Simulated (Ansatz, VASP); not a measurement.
## Two plane-wave programs on Mg2CdSe3

```
Mg Cd Se
1.0
     3.95354    0.00000    0.00000
    -1.97677    3.42387    0.00000
     0.00000    0.00000    9.68583
Mg Cd Se
2 1 3
Direct
  0.33333 0.66667 0.66281
  0.66667 0.33333 0.33719
  0.00000 0.00000 0.00000
  0.00000 0.00000 0.50000
  0.33333 0.66667 0.17581
  0.66667 0.33333 0.82419
```

Alike in both runs: functional PBE; k mesh 12 × 12 × 4; occupations gaussian, width 0.02 eV; no spin polarisation.

Ansatz relaxed the structure, and its values are those at the end. VASP's run is a single point on that final structure, the one shown.

|  | VASP | Ansatz |
| --- | --- | --- |
| version | VASP 6.6.1 | Ansatz 0.2.0 |
| potentials or method | VASP PAW PBE potentials, release 64 (Mg, Cd, Se), cutoff 520 eV | scalar-relativistic, plane waves, PAW |
| valence electrons in the cell | 34 | 88 |

|  | VASP | Ansatz | Ansatz less VASP |
| --- | --- | --- | --- |
| gap on the k mesh at the Fermi level (eV) | 0.86 | 0.88 | +0.016 |
| least direct gap on the mesh (eV) | 1.51 | 1.52 | +0.014 |
| pressure (GPa) | 0.0 | 0.0 | -0.04 |
| rms of the force components (eV/Å) | 0.014 | 0.001 | -0.0128 |

The functional is the same, so the differences come from potentials, cutoffs and numerics. VASP's potentials hold 34 valence electrons a cell and Ansatz's 88, so a difference there can come from the potentials and not from the codes.
